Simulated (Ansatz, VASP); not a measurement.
Sb: VASP beside Ansatz

```xyz
1
Lattice="-1.8941 1.8941 1.8941 1.8941 -1.8941 1.8941 1.8941 1.8941 -1.8941" Properties=species:S:1:pos:R:3 pbc="T T T"
Sb    0.0000    0.0000    0.0000
```

Alike in both runs: task relaxation of cell and atoms; functional PBE; k mesh 12 × 12 × 12; occupations fermi-dirac, width 0.1 eV; no spin polarisation.

```csv
,VASP,Ansatz
version,VASP 6.6.1,Ansatz 0.2.0
potentials or method,"VASP PAW PBE potentials, release 64 (Sb), cutoff 500 eV","plane waves (420 eV) with PAW, scalar-relativistic"
valence electrons in the cell,5,15
```

Ansatz gave:

```
relaxed volume (Å³/atom)                                     : 27.27
relaxed cell length with the largest relative difference (Å) : 3.284
```

Question: Estimate VASP's values.

Answer: Relaxed volume (Å³/atom): 27.18; relaxed cell length with the largest relative difference (Å): 3.281.

VASP's potentials hold 5 valence electrons a cell and Ansatz's 15, so a difference there can come from the potentials and not from the codes.

Spin-orbit coupling is off throughout. Noted on VASP's run: the relaxation stopped at its first step, so nothing moved.
